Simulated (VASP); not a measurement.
**SiNi2: single point with PBE**

The system is SiNi2.

```
Ni Si
1.0
     4.99000    0.00000    0.00000
     0.00000    3.72000    0.00000
     0.00000    0.00000    7.03000
Ni Si
8 4
Direct
  0.32500 0.75000 0.93700
  0.67500 0.25000 0.06300
  0.17500 0.25000 0.43700
  0.82500 0.75000 0.56300
  0.45800 0.75000 0.29700
  0.54200 0.25000 0.70300
  0.04200 0.25000 0.79700
  0.95800 0.75000 0.20300
  0.78600 0.75000 0.88600
  0.21400 0.25000 0.11400
  0.71400 0.25000 0.38600
  0.28600 0.75000 0.61400
```

- Program: VASP 6.6.1
- Task: single point
- Functional: PBE
- Potentials or basis: VASP PAW PBE potentials, release 64 (Ni, Si)
- Cutoff: 520 eV
- k mesh: 5 × 5 × 3
- Occupations: fermi-dirac, width 0.05 eV
- Spin: collinear spin, ferromagnetic start
- Starting moments: [1.0, 1.0, 1.0, 1.0, 1.0, 1.0, 1.0, 1.0, 0.0, 0.0, 0.0, 0.0] μB

- Pressure: 3.6 GPa
- Largest force: 0.351 eV/Å
- Band gap on the k mesh: zero (filled and empty bands overlap)
- Net moment: 0.00 μB per cell
- Valence electrons inside the program's atomic spheres: Ni 9.57, 9.47 (each value once); Si 1.63

Forces in eV/Å, atoms in the order of the input:
```
Ni   0.256  0.000  0.240
Ni  -0.256  0.000 -0.240
Ni  -0.256  0.000  0.240
Ni   0.256  0.000 -0.240
Ni   0.094  0.000 -0.247
Ni  -0.094  0.000  0.247
Ni  -0.094  0.000 -0.247
Ni   0.094  0.000  0.247
Si  -0.047  0.000  0.045
Si   0.047  0.000 -0.045
Si   0.047  0.000  0.045
Si  -0.047  0.000 -0.045
```

Stress tensor (GPa, compression positive):
```
2.31 0.00 0.00
0.00 4.05 0.00
0.00 0.00 4.31
```

Levels at points of the mesh, in eV from the Fermi level:
Spin up:
```csv
k point,band 46,band 47,band 48,band 49,band 50,band 51
"(0.00, 0.00, 0.00)",-0.94,-0.64,-0.24,0.71,0.90,2.01
```
Spin down:
```tsv
k point	band 46	band 47	band 48	band 49	band 50	band 51
(0.00, 0.00, 0.00)	-0.94	-0.64	-0.24	0.71	0.90	2.01
```

It took 6.7 min on 1 thread of Intel(R) Xeon(R) Platinum 8375C CPU @ 2.90GHz (Ice Lake), with other jobs on the host, peak memory 0.4 GiB.

Caveat: the cell stands under pressure.
